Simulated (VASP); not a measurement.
# ScRu2F2 (P6/mmm) in VASP: single point with PBE

Aim: the single point of ScRu2F2 with PBE.

All numbers are computed with VASP 6.6.1; they aren't measurements. Logs are shortened: lines on timing, memory, paths and dates and some standing lists are left out, and cuts for length are marked.

## (1) The cell of the first run

The structure is hexagonal, space group P6/mmm (No. 191). The conventional cell has a = 4.668 Å, b = 4.668 Å, c = 4.155 Å, α = 90.00°, β = 90.00°, γ = 120.00°. Within 3.6 Å of Sc (site symmetry 6/mmm) lie 6 Ru at 2.69 Å and 12 F at 3.40 Å. Within 2.8 Å of Ru (site symmetry -6m2) lie 2 F at 2.08 Å and 3 Ru at 2.69 Å and 3 Sc at 2.69 Å. Within 2.8 Å of F (site symmetry -6m2) lie 2 Ru at 2.08 Å and 3 F at 2.69 Å.

The cell was built from a structure type or drawn by symmetry, and may not be a known phase.

## (2) Single point, PBE

INCAR

```
PREC     = Accurate       # precision mode
ENCUT    = 520            # plane-wave cutoff, eV
EDIFF    = 1E-6           # SCF threshold, eV
ISMEAR   = 0              # smearing method
SIGMA    = 0.1            # smearing width, eV
LREAL    = F              # projectors in reciprocal space
LASPH    = T              # aspherical terms in the spheres
NELM     = 100            # most SCF steps
ALGO     = Normal         # electronic algorithm
ISIF     = 2              # what is computed and relaxed
LWAVE    = F              # write WAVECAR
LCHARG   = T              # write CHGCAR
GGA      = PE             # functional
LELF     = T              # ELF
LVHAR    = T            
NBANDS   = 34             # bands
```

KPOINTS

```
Automatic mesh
0
Gamma
  12 12 10
```

POSCAR

```
ScRu2F2
1.0
    4.6678387013      0.0000000000      0.0000000000
   -2.3339193507      4.0424668961      0.0000000000
    0.0000000000      0.0000000000      4.1548339892
Sc Ru F
1 2 2
Direct
    0.0000000000      0.0000000000      0.0000000000
    0.3333333333      0.6666666667      0.0000000000
    0.6666666667      0.3333333333      0.0000000000
    0.3333333333      0.6666666667      0.5000000000
    0.6666666667      0.3333333333      0.5000000000
```

Potentials or basis: VASP PAW PBE potentials, release 64 (Sc_sv, Ru_pv, F).

Command:

```
> cat potpaw_PBE.64/Sc_sv/POTCAR potpaw_PBE.64/Ru_pv/POTCAR potpaw_PBE.64/F/POTCAR > POTCAR
> mpirun -np 1 vasp_std > vasp.out
```

OUTCAR:

```text
PREC = Accurate
   ENCUT = 520
   EDIFF = 1E-6
   ISMEAR = 0
   LREAL = F
   LASPH = T
   NELM = 100
   ISIF = 2
   GGA = PE

 ion  position               nearest neighbor table
   1  0.000  0.000  0.000-   2 2.69   3 2.69   3 2.69   2 2.69   3 2.69   2 2.69
   2  0.333  0.667  0.000-   4 2.08   4 2.08   3 2.69   3 2.69   1 2.69   1 2.69   1 2.69   3 2.69

   3  0.667  0.333  0.000-   5 2.08   5 2.08   2 2.69   2 2.69   1 2.69   1 2.69   1 2.69   2 2.69

   4  0.333  0.667  0.500-   2 2.08   2 2.08
   5  0.667  0.333  0.500-   3 2.08   3 2.08

  LATTYP: Found a hexagonal cell.
 ALAT       =     4.6678387013
 C/A-ratio  =     0.8900980207

  Lattice vectors:

 A1 = (   4.6678387013,   0.0000000000,   0.0000000000)
 A2 = (  -2.3339193507,   4.0424668961,   0.0000000000)
 A3 = (   0.0000000000,   0.0000000000,   4.1548339892)

Analysis of symmetry for initial positions (statically):
=====================================================================
 Subroutine PRICEL returns:
 Original cell was already a primitive cell.

 Routine SETGRP: Setting up the symmetry group for a
 hexagonal supercell.

 Subroutine GETGRP returns: Found 24 space group operations
 (whereof 24 operations were pure point group operations)
 out of a pool of 24 trial point group operations.

The static configuration has the point symmetry D_6h.

Analysis of symmetry for dynamics (positions and initial velocities):
=====================================================================
 Subroutine PRICEL returns:
 Original cell was already a primitive cell.

 Routine SETGRP: Setting up the symmetry group for a
 hexagonal supercell.

 Subroutine GETGRP returns: Found 24 space group operations
 (whereof 24 operations were pure point group operations)
 out of a pool of 24 trial point group operations.

The dynamic configuration has the point symmetry D_6h.

 Subroutine INISYM returns: Found 24 space group operations
 (whereof 24 operations are pure point group operations),
 and found     1 'primitive' translations

----------------------------------------------------------------------------------------

                                     Primitive cell

  volume of cell :      78.4000

  direct lattice vectors                    reciprocal lattice vectors
     4.667838701  0.000000000  0.000000000     0.214231910  0.123686851  0.000000000
    -2.333919351  4.042466896  0.000000000     0.000000000  0.247373702  0.000000000
     0.000000000  0.000000000  4.154833989     0.000000000  0.000000000  0.240683503

  length of vectors
     4.667838701  4.667838701  4.154833989     0.247373702  0.247373702  0.240683503

  position of ions in fractional coordinates (direct lattice)
     0.000000000  0.000000000  0.000000000
     0.333333333  0.666666667  0.000000000
     0.666666667  0.333333333  0.000000000
     0.333333333  0.666666667  0.500000000
     0.666666667  0.333333333  0.500000000

  ion indices of the primitive-cell ions
   primitive index   ion index
                 1           1
                 2           2
                 3           3
                 4           4
                 5           5

----------------------------------------------------------------------------------------

 KPOINTS: Automatic mesh

Automatic generation of k-mesh.
 Grid dimensions read from file:
 generate k-points for:   12   12   10

 Generating k-lattice:

  Cartesian coordinates                     Fractional coordinates (reciprocal lattice)
     0.017852659  0.010307238  0.000000000     0.083333333  0.000000000  0.000000000
     0.000000000  0.020614475  0.000000000     0.000000000  0.083333333  0.000000000
     0.000000000  0.000000000  0.024068350     0.000000000  0.000000000  0.100000000

  Length of vectors
     0.020614475  0.020614475  0.024068350

  Shift w.r.t. Gamma in fractional coordinates (k-lattice)
     0.000000000  0.000000000  0.000000000

 Subroutine IBZKPT returns following result:
 ===========================================

 Found    114 irreducible k-points:

 Following reciprocal coordinates:
            Coordinates               Weight
  0.000000  0.000000  0.000000      1.000000
  0.083333  0.000000  0.000000      6.000000
  0.166667  0.000000  0.000000      6.000000
  0.250000  0.000000  0.000000      6.000000
  0.333333 -0.000000  0.000000      6.000000
  0.416667 -0.000000  0.000000      6.000000
[... 16 lines left out ...]
  0.250000  0.000000  0.100000     12.000000
  0.333333 -0.000000  0.100000     12.000000
 [... further k-points ...]
   k-points           NKPTS =    114   k-points in BZ     NKDIM =    114   number of bands    NBANDS=     34
   number of dos      NEDOS =    301   number of ions     NIONS =      5
   total plane-waves  NPLWV =  41472
   dimension x,y,z NGX =    36 NGY =   36 NGZ =   32
   dimension x,y,z NGXF=    72 NGYF=   72 NGZF=   64
   ions per type =               1   2   2
   NGX,Y,Z   is equivalent  to a cutoff of  12.82, 12.82, 12.80 a.u.
   NGXF,Y,Z  is equivalent  to a cutoff of  25.64, 25.64, 25.61 a.u.
 SYSTEM =  unknown system
   PREC   = accura    normal or accurate (medium, high low for compatibility)
   ISTART =      0    job   : 0-new  1-cont  2-samecut
   ICHARG =      2    charge: 1-file 2-atom 10-const
   ISPIN  =      1    spin polarized calculation?
   LNONCOLLINEAR =      F non collinear calculations
   LSORBIT =      F    spin-orbit coupling
   LASPH  =      T    aspherical Exc in radial PAW
   ENCUT  =  520.0 eV  38.22 Ry    6.18 a.u.   8.68  8.68  7.73*2*pi/ulx,y,z
   NELM   =    100;   NELMIN=  2; NELMDL= -5     # of ELM steps
   EDIFF  = 0.1E-05   stopping-criterion for ELM
   LREAL  =      F    real-space projection
   EDIFFG = 0.1E-04   stopping-criterion for IOM
   NSW    =      0    number of steps for IOM
   IBRION =     -1    ionic relax: 0-MD 1-quasi-New 2-CG
   NFREE  =      0    steps in history (QN), initial steepest desc. (CG)
   ISIF   =      2    stress and relaxation
   ISYM   =      2    0-nonsym 1-usesym 2-fastsym
   POTIM  = 0.5000    time-step for ionic-motion
   TEBEG  =    0.0;   TEEND  =   0.0 temperature during run
   PSTRESS=    0.0 pullay stress
   NELECT =      53.0000    total number of electrons
   NUPDOWN=      -1.0000    fix difference up-down
   EMIN   =  10.00;   EMAX   =-10.00  energy-range for DOS
   EFERMI =   0.00;   METHOD = LEGACY
   ISMEAR =     0;   SIGMA  =   0.10  broadening in eV -4-tet -1-fermi 0-gaus
   EFERMI_NEDOS =   21; number of points for ismear=-14 and -15
   IALGO  =     38    algorithm
   IMIX   =      4    mixing-type and parameters
     AMIX     =   0.40;   BMIX     =  1.00
     AMIX_MAG =   1.60;   BMIX_MAG =  1.00
  volume/ion in A,a.u.               =      15.68       105.81
  Fermi-wavevector in a.u.,A,eV,Ry     =   1.436795  2.715149 28.087591  2.064380
  Thomas-Fermi vector in A             =   2.555944
   LORBIT       =      0    0 simple, 1 ext, 2 COOP (PROOUT), +10 PAW based schemes
   GGA     = PE    functional components
   LHFCALC =     F    Hartree Fock is set to
   AEXX    =    0.0000 exact exchange contribution
   IVDW    =     0    specifies the selected vdW correction
   LEPSILON=     F    determine dielectric tensor
   LRPA    =     F    only Hartree local field effects (RPA)
 non-spin polarized calculation
 Gauss-broadening in eV      SIGMA  =   0.10
  energy-cutoff  :      520.00
  volume of cell :       78.40
 maximum number of plane-waves:      2135
 NGX is ok and might be reduce to    36
   NGX = 17   NGY = 17   NGZ = 15

 number of electron      52.9999968 magnetization

 Free energy of the ion-electron system (eV)
  ---------------------------------------------------
  ext. energy  EPLUGINS =         0.00000000
  ---------------------------------------------------
  free energy    TOTEN  =       -31.08593877 eV

  energy without entropy =      -31.06603873  energy(sigma->0) =      -31.07598875

 E-fermi :   5.7813     XC(G=0): -10.7469

 val. band max:        5.7811092701   @ k =   0.2500   0.0000   0.5000
 cond. band min:       5.7836503638   @ k =   0.2500   0.2500   0.4000
 fundamental gap:      0.0025410937
 Fermi energy:         5.7812999166

 k-point     1 :       0.0000    0.0000    0.0000
  band No.  band energies     occupation
      1     -44.0152      2.00000
      2     -36.9378      2.00000
      3     -36.8560      2.00000
      4     -36.7859      2.00000
      5     -36.7859      2.00000
      6     -36.4357      2.00000
[... 26 lines left out ...]
     33       8.2940      0.00000
     34       8.2940      0.00000

 k-point     2 :       0.0833    0.0000    0.0000
  band No.  band energies     occupation
      1     -44.0155      2.00000
      2     -36.9365      2.00000
      3     -36.8572      2.00000
      4     -36.7883      2.00000
      5     -36.7817      2.00000
      6     -36.4392      2.00000
[... 26 lines left out ...]
     33       8.1738      0.00000
     34       8.2914      0.00000

 k-point     3 :       0.1667    0.0000    0.0000
  band No.  band energies     occupation
      1     -44.0164      2.00000
      2     -36.9329      2.00000
      3     -36.8608      2.00000
      4     -36.7949      2.00000
      5     -36.7694      2.00000
      6     -36.4496      2.00000
[... 26 lines left out ...]
     33       7.9208      0.00000
     34       8.2838      0.00000

 k-point     4 :       0.2500    0.0000    0.0000
  band No.  band energies     occupation
      1     -44.0175      2.00000
      2     -36.9273      2.00000
      3     -36.8664      2.00000
      4     -36.8035      2.00000
      5     -36.7495      2.00000
      6     -36.4670      2.00000
[... 26 lines left out ...]
     33       7.7215      0.00000
     34       8.2725      0.00000

 k-point     5 :       0.3333   -0.0000    0.0000
  band No.  band energies     occupation
      1     -44.0186      2.00000
      2     -36.9205      2.00000
      3     -36.8733      2.00000
      4     -36.8117      2.00000
      5     -36.7246      2.00000
      6     -36.4896      2.00000
[... 621 lines left out ...]
 k-point    22 :       0.1667    0.0000    0.1000
  band No.  band energies     occupation
      1     -44.0163      2.00000
      2     -36.9349      2.00000
      3     -36.8626      2.00000
      4     -36.7948      2.00000
      5     -36.7694      2.00000
      6     -36.4496      2.00000
[... 26 lines left out ...]
     33       7.9273      0.00000
     34       8.2601      0.00000

 k-point    23 :       0.2500    0.0000    0.1000
  band No.  band energies     occupation
      1     -44.0174      2.00000
      2     -36.9292      2.00000
      3     -36.8682      2.00000
      4     -36.8034      2.00000
      5     -36.7495      2.00000
      6     -36.4670      2.00000
[... 26 lines left out ...]
     33       7.7867      0.00000
     34       8.2494      0.00000

 k-point    24 :       0.3333   -0.0000    0.1000
  band No.  band energies     occupation
      1     -44.0186      2.00000
      2     -36.9223      2.00000
      3     -36.8751      2.00000
      4     -36.8117      2.00000
      5     -36.7246      2.00000
      6     -36.4896      2.00000
[... 26 lines left out ...]
     33       8.0506      0.00000
     34       8.2465      0.00000

 [... further k-points ...]

------------------------ aborting loop because EDIFF is reached ----------------------------------------

  FORCE on cell =-STRESS in cart. coord.  units (eV):
  Direction    XX          YY          ZZ          XY          YZ          ZX
  --------------------------------------------------------------------------------------
  -------------------------------------------------------------------------------------
  Total        0.0104145      0.0104145      0.1410681     -0.0000000      0.0000000      0.0000000
  in kB        0.2128293      0.2128293      2.8828596     -0.0000000      0.0000000      0.0000000
  external PRESSURE =       1.1028394 kB  Pullay stress =       0.0000000 kB

 VOLUME and BASIS-vectors are now :
 -----------------------------------------------------------------------------
  energy-cutoff  :      520.00
  volume of cell :       78.40
      direct lattice vectors                 reciprocal lattice vectors
     4.667838701  0.000000000  0.000000000     0.214231910  0.123686851  0.000000000
    -2.333919351  4.042466896  0.000000000     0.000000000  0.247373702  0.000000000
     0.000000000  0.000000000  4.154833989     0.000000000  0.000000000  0.240683503

 POSITION                                       TOTAL-FORCE (eV/Angst)
 -----------------------------------------------------------------------------------
      0.00000      0.00000      0.00000        -0.000000      0.000000     -0.000000
     -0.00000      2.69498      0.00000         0.000000      0.000000     -0.000000
      2.33392      1.34749      0.00000        -0.000000     -0.000000     -0.000000
     -0.00000      2.69498      2.07742        -0.000000      0.000000     -0.000000
      2.33392      1.34749      2.07742         0.000000     -0.000000      0.000000
 -----------------------------------------------------------------------------------
    total drift:                                0.000000      0.000000      0.000000

  FREE ENERGIE OF THE ION-ELECTRON SYSTEM (eV)
  ---------------------------------------------------
  free  energy   TOTEN  =       -31.0859387654 eV

  energy  without entropy=      -31.0660387309  energy(sigma->0) =      -31.07598875
```

Run time: 1.9 min. Hardware: 1 thread of Intel Xeon 6975P-C (Granite Rapids), shared host; peak memory 0.39 GiB.

What came out:

```
Free energy            : -31.0859 eV
Pressure               : 0.1 GPa
Band gap on the k mesh : zero (an odd number of electrons rules out a gap without spin polarisation)
```

Stress tensor (GPa, compression positive):
```
0.02 0.00 0.00
0.00 0.02 0.00
0.00 0.00 0.29
```

Levels at points of the mesh, in eV from the Fermi level:
```
           k point  band 23  band 24  band 25  band 26  band 27  band 28  band 29  band 30  band 31  band 32
(0.00, 0.00, 0.00)    -1.74    -1.72    -1.72    -1.04    -1.04    -0.35     0.52     0.94     0.94     1.62
(0.50, 0.00, 0.00)    -2.03    -1.63    -1.35    -1.08    -0.23     0.58     0.71     1.35     1.75     1.96
(0.00, 0.00, 0.50)    -1.80    -0.87    -0.87    -0.25    -0.25     0.78     0.78     1.53     2.30     2.30
(0.50, 0.00, 0.50)    -1.38    -1.29    -0.81    -0.38     0.46     1.08     1.53     2.22     2.52     3.41
```

Caveat: an odd number of electrons without spin polarisation forces a metal; a magnetic or distorted state may lie lower.
